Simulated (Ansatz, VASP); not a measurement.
Zn in VASP and in Ansatz

File INCAR:

```
SYSTEM = Zn
ALGO = Fast ; EDIFF = 1E-7
ENCUT = 520 ; ISIF = 2
ISMEAR = 0 ; LASPH = .TRUE.
LCHARG = .FALSE. ; LREAL = .FALSE.
LWAVE = .FALSE. ; NBANDS = 19
NELM = 60 ; PREC = Accurate
SIGMA = 0.15
```

The input KPOINTS:

```
k-points
0
G
  21 21 10
  0 0 0
```

File POSCAR:

```
Zn
1.0
    2.7847139656      0.0000000000      0.0000000000
   -1.3923569828      2.4116330365      0.0000000000
    0.0000000000      0.0000000000      4.9467000000
Zn
2
Direct
    0.3333333333      0.6666666667      0.2500000000
    0.6666666667      0.3333333333      0.7500000000
```

Input for Ansatz:

```yaml
crystal:
  lattice:
    - [2.7847139656, 0.0, 0.0]
    - [-1.3923569828, 2.4116330365, 0.0]
    - [0.0, 0.0, 4.9467]
  atoms:
    - { symbol: Zn, position: [0.3333333333, 0.6666666667, 0.25] }
    - { symbol: Zn, position: [0.6666666667, 0.3333333333, 0.75] }
basis:
  ecutwfc: 420
kpoints:
  mp_grid: { grid: [21, 21, 10] }
hamiltonian:
  xc: lda
scf:
  occupations: { method: gaussian, width: 0.15 }
output:
  forces: true
  stress: true
  eigenvalues: true
```

Change from the starting cell: strain +0.0450 x Voigt [1, 1, 0, 0, 0, 0], atoms carried along.

Alike in both runs: task single point; functional LDA; k mesh 21 × 21 × 10; occupations gaussian, width 0.15 eV; no spin polarisation.

|  | VASP | Ansatz |
| --- | --- | --- |
| version | VASP 6.6.1 | Ansatz 0.2.0 |
| potentials or method | VASP PAW LDA potentials, release 64 (Zn), cutoff 520 eV | scalar-relativistic, plane waves, PAW |
| valence electrons in the cell | 24 | 24 |

VASP gave:

| Quantity | Value |
| --- | --- |
| gap on the k mesh at the Fermi level (eV) | none |
| pressure (GPa) | -12.0 |
| traceless stress, the component that is largest in VASP (GPa) | 2.07 |

Task: Which values does Ansatz return?

Result: gap on the k mesh at the Fermi level (eV): none; pressure (GPa): -12.4; traceless stress, the component that is largest in VASP (GPa): 2.13.

LDA's correlation is that of Perdew and Zunger in VASP and of Perdew and Wang (1992) in Ansatz. A gap of «none» marks a metal or a gap that the smearing closes.
